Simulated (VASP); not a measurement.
**TaN: single point with PBE+D3(BJ)**

The system is TaN.

```
CELL_PARAMETERS angstrom
3.05000 0.00000 0.00000
-1.52500 2.64138 0.00000
0.00000 0.00000 4.94000
ATOMIC_POSITIONS crystal
Ta 0.33333 0.66667 0.00000
Ta 0.66667 0.33333 0.50000
N 0.33333 0.66667 0.38500
N 0.66667 0.33333 0.88500
```

```json
{
  "Program": "VASP 6.6.1",
  "Task": "single point",
  "Functional": "PBE",
  "Dispersion": "D3(BJ)",
  "Potentials or basis": "VASP PAW PBE potentials, release 64 (Ta_pv, N)",
  "Cutoff": "600 eV",
  "k mesh": "6 × 6 × 4",
  "Occupations": "gaussian, width 0.1 eV",
  "Spin": "collinear spin, ferromagnetic start",
  "Starting moments": "[1.0, 1.0, 0.0, 0.0] μB",
  "Dipole correction": "no",
  "Further INCAR settings": "ALGO = Normal; EDIFF = 1e-06; NBANDS = 28"
}
```

```yaml
Pressure: 132.4 GPa
Largest_force: 2.277 eV/Å
Band_gap_on_the_k_mesh: zero (filled and empty bands overlap)
Net_moment: 0.00 μB per cell
Valence_electrons_inside_the_program's_atomic_spheres: Ta 9.81; N 4.05
Dispersion_energy_per_atom: -0.509 eV
```

Forces in eV/Å, atoms in the order of the input:
```
Ta   0.000  0.000  2.277
Ta   0.000  0.000  2.277
N    0.000  0.000 -2.277
N    0.000  0.000 -2.277
```

Stress tensor (GPa, compression positive):
```
141.19   0.00   0.00
  0.00 141.19   0.00
  0.00   0.00 114.75
```

Levels at points of the mesh, in eV from the Fermi level:
Spin up:
```csv
k point,band 14,band 15,band 16,band 17,band 18,band 19
"(0.00, 0.00, 0.00)",-7.47,-0.74,-0.74,-0.25,2.24,2.76
"(0.50, 0.00, 0.00)",-5.13,-2.35,-0.95,0.53,1.53,2.13
"(0.00, 0.00, 0.50)",-8.37,1.30,1.30,1.30,1.30,1.97
"(0.50, 0.00, 0.50)",-6.42,-0.37,-0.37,2.25,2.25,2.37
```
Spin down:
```tsv
k point	band 13	band 14	band 15	band 16	band 17	band 18	band 19	band 20
(0.00, 0.00, 0.00)	-7.79	-7.47	-0.74	-0.74	-0.25	2.24	2.76	2.76
(0.50, 0.00, 0.00)	-6.09	-5.13	-2.35	-0.95	0.53	1.53	2.13	3.87
(0.00, 0.00, 0.50)	-8.37	-8.37	1.30	1.30	1.30	1.30	1.97	1.97
(0.50, 0.00, 0.50)	-6.42	-6.42	-0.37	-0.37	2.25	2.25	2.37	2.37
```

Wall time 29 s on 1 thread of Intel(R) Xeon(R) Platinum 8488C (Sapphire Rapids), with other jobs on the host, peak memory 0.2 GiB.

Caveat: the k points lie up to 0.40 Å⁻¹ apart; spin-orbit coupling is left out, which moves the levels of the heavy elements; pairwise dispersion overbinds metals, which lowers pressure and volume; forces of over 1 eV/Å act on the atoms, so gaps and moduli don't describe the material at rest.
